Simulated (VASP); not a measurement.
The system is Pb.

```
Pb
1.0
    -1.92568    1.92568    1.92568
     1.92568   -1.92568    1.92568
     1.92568    1.92568   -1.92568
Pb
1
Direct
  0.00000 0.00000 0.00000
```

* Program: VASP 6.6.1
* Task: relaxation of cell and atoms
* Functional: PBE
* Potentials or basis: VASP PAW PBE potentials, release 64 (Pb_d)
* Cutoff: 600 eV
* k mesh: 13 × 13 × 13
* Occupations: fermi-dirac, width 0.05 eV
* Spin: no spin polarisation

At the start: pressure 5.6 GPa; volume 28.56 Å³/atom.

Question: How do energy, volume and symmetry change on relaxing?

Answer: Over 5 steps the energy falls by 51.9 meV/atom and the volume is 31.87 Å³/atom (+11.6 %); space group Im-3m (No. 229, to 0.05 Å).

The path:
| step | energy change (eV) | largest force (eV/Å) | pressure (GPa) | volume (Å³) |
| --- | --- | --- | --- | --- |
| 1 | 0.0000 | 0.0000 | 5.59 | 28.56 |
| 2 | -0.0482 | 0.0000 | -1.15 | 32.89 |
| 3 | -0.0519 | 0.0000 | 0.03 | 31.85 |
| 4 | -0.0519 | 0.0000 | -0.05 | 31.92 |
| 5 | -0.0519 | 0.0000 | 0.00 | 31.87 |

Final structure:
```cif
data_structure
_symmetry_space_group_name_H-M 'P 1'
_symmetry_Int_Tables_number 1
_cell_length_a 3.4594
_cell_length_b 3.4594
_cell_length_c 3.4594
_cell_angle_alpha 109.471
_cell_angle_beta 109.471
_cell_angle_gamma 109.471
_cell_volume 31.87
loop_
_atom_site_label
_atom_site_type_symbol
_atom_site_fract_x
_atom_site_fract_y
_atom_site_fract_z
_atom_site_occupancy
Pb1 Pb 0.00000 0.00000 0.00000 1
```
